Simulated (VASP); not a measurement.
Set up this calculation in VASP 6.6.1, as the native input.

```yaml
Task: relaxation of cell and atoms
Functional: PBE
Potentials_or_basis: VASP PAW PBE potentials, release 64 (Mo_sv)
Cutoff: 600 eV
k_mesh: 13 × 13 × 13
Occupations: fermi-dirac, width 0.05 eV
Spin: no spin polarisation
Target_pressure: 31 GPa
Dipole_correction: no
Further_INCAR_settings: ALGO = Normal; EDIFF = 1e-06; IBRION = 2; EDIFFG = -0.005; NSW = 60; ISIF = 3
```

The structure of Mo lies in POSCAR:

```
Mo
1.0
    0.0000000000      2.5827446747      2.5827446747
    2.5827446747      0.0000000000      2.5827446747
    2.5827446747      2.5827446747      0.0000000000
Mo
2
Direct
   -0.1250000000     -0.1250000000     -0.1250000000
    0.1250000000      0.1250000000      0.1250000000
```

One way to write it, as run:

INCAR

```
SYSTEM = Mo
PREC = Accurate
ENCUT = 600
EDIFF = 1E-6
ISMEAR = -1
SIGMA = 0.05
LREAL = .False.
LASPH = .True.
NELM = 100
ALGO = Normal
ISIF = 3
LWAVE = .False.
LCHARG = .False.
GGA = PE
IBRION = 2
NSW = 60
EDIFFG = -0.005
PSTRESS = 310.0
```

KPOINTS

```
regular mesh
0
Gamma
  13 13 13
  0 0 0
```

Potentials or basis: VASP PAW PBE potentials, release 64 (Mo_sv).

Command:

```console
$ cat potpaw_PBE.64/Mo_sv/POTCAR > POTCAR
$ mpirun -np 1 vasp_std > vasp.out
```

Results of the run:

| Property | Result |
| --- | --- |
| Relaxed volume | 19.01 Å³/atom |
| Relaxed cell | a = 3.774 Å, b = 3.774 Å, c = 3.774 Å, α = 60.00°, β = 60.00°, γ = 60.00° |
| Space group after relaxing (to 0.05 Å) | Fd-3m (No. 227) |
| Energy change on relaxing (the enthalpy is what falls) | -481.6 meV/atom |
| Ionic steps | 23 |
| Pressure after relaxing | 31.0 GPa |
| Band gap on the k mesh | zero (band 14 reaches 9.60 eV, above the bottom of band 15 at 9.04 eV) |

Caveat: the cell is relaxed towards a set pressure, so the enthalpy falls and the energy may rise.

It took 2.8 min on 1 thread of Intel(R) Xeon(R) 6975P-C (Granite Rapids), on a shared host, peak memory 0.2 GiB.
